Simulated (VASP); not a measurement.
Wanted: the native input for a VASP 6.6.1 run.

| Property | Result |
| --- | --- |
| Task | single point |
| Functional | BLYP |
| Potentials or basis | VASP PAW PBE potentials, release 64 (Lu) |
| Cutoff | 520 eV |
| k mesh | 10 × 10 × 3 |
| Occupations | fermi-dirac, width 0.1 eV |
| Spin | no spin polarisation |
| Dipole correction | no |
| Further INCAR settings | ALGO = Normal; EDIFF = 1e-06; NBANDS = 58 |

The structure of Lu lies in POSCAR:

```
Lu
1.0
    3.4996524656      0.0000000000      0.0000000000
   -1.7498262328      3.0307879397      0.0000000000
    0.0000000000      0.0000000000     11.2073525590
Lu
4
Direct
    1.0000000000      0.0000000000      1.0000000000
    1.0000000000      1.0000000000      0.5000000000
    0.3333333333      0.6666666667      0.2500000000
    0.6666666667      0.3333333333      0.7500000000
```

The input as run:

INCAR

```
  AGGAC = 1.0
  AGGAX = 1.0
  ALDAC = 0.0
  ALDAX = 1.0
  ALGO = Normal
  EDIFF = 1E-6
  ENCUT = 520
  GGA = B5
  ISIF = 2
  ISMEAR = -1
  LASPH = T
  LCHARG = T
  LELF = T
  LREAL = F
  LVHAR = T
  LWAVE = F
  NBANDS = 58
  NELM = 100
  PREC = Accurate
  SIGMA = 0.1
```

KPOINTS

```
k-points
0
Gamma
  10 10 3
```

Potentials or basis: VASP PAW PBE potentials, release 64 (Lu).

The run is started by

```bash
$ cat potpaw_PBE.64/Lu/POTCAR > POTCAR
$ mpirun -np 1 vasp_std > vasp.out
```

It gave:

The pressure is 0.1 GPa. The band gap on the k mesh is zero (bands 50 and 51 overlap by 1.27 eV).

Caveat: the PAW data sets were made with another functional, which shifts forces and pressure a little; spin-orbit coupling is left out, which moves the levels of the heavy elements.

It took 4.5 min on 1 thread of Intel(R) Xeon(R) Platinum 8259CL CPU @ 2.50GHz (Skylake/Cascade Lake), with other jobs on the host, peak memory 0.32 GiB.
